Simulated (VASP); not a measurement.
A run of VASP 6.6.1 is set up as follows.

Contents of INCAR:

```
SYSTEM = WS2
ALGO = Normal
DIPOL = 0.5 0.5 0.390
EDIFF = 1E-6
ENCUT = 520
GGA = PE
IDIPOL = 3
ISIF = 2
ISMEAR = 0
IVDW = 12
LASPH = .True.
LCHARG = .False.
LDIPOL = .True.
LREAL = .False.
LWAVE = .False.
NBANDS = 35
NELM = 60
PREC = Accurate
SIGMA = 0.05
```

KPOINTS

```
k-points
0
Gamma
  9 9 1
  0 0 0
```

POSCAR

```
WS2
1.0
    3.1595456682      0.0000000000      0.0000000000
   -1.5797728341      2.7362468131      0.0000000000
    0.0000000000      0.0000000000     23.8042574330
S W
4 2
Direct
    0.3333333333      0.6666666667      0.1890418137
    0.3333333333      0.6666666667      0.3214605092
    0.6666666667      1.3333333333      0.4575706151
    0.6666666667      1.3333333333      0.5899893106
    0.6666666667      0.3333333333      0.2552511584
    0.3333333333      1.6666666667      0.5237799598
```

Potentials or basis: VASP PAW PBE potentials, release 64 (S, W_sv).

Run with:

```sh
$ cat potpaw_PBE.64/S/POTCAR potpaw_PBE.64/W_sv/POTCAR > POTCAR
$ mpirun -np 1 vasp_std > vasp.out
```

Problem. What does it give for the dispersion energy per atom?

Solution. -0.359 eV.

Problem. What does it give for the largest force?

Solution. 0.051 eV/Å.

Forces in eV/Å, atoms in the order of the input:
```
S    0.000  0.000  0.008
S    0.000  0.000  0.051
S    0.000  0.000 -0.051
S    0.000  0.000 -0.008
W    0.000  0.000  0.046
W    0.000  0.000 -0.046
```
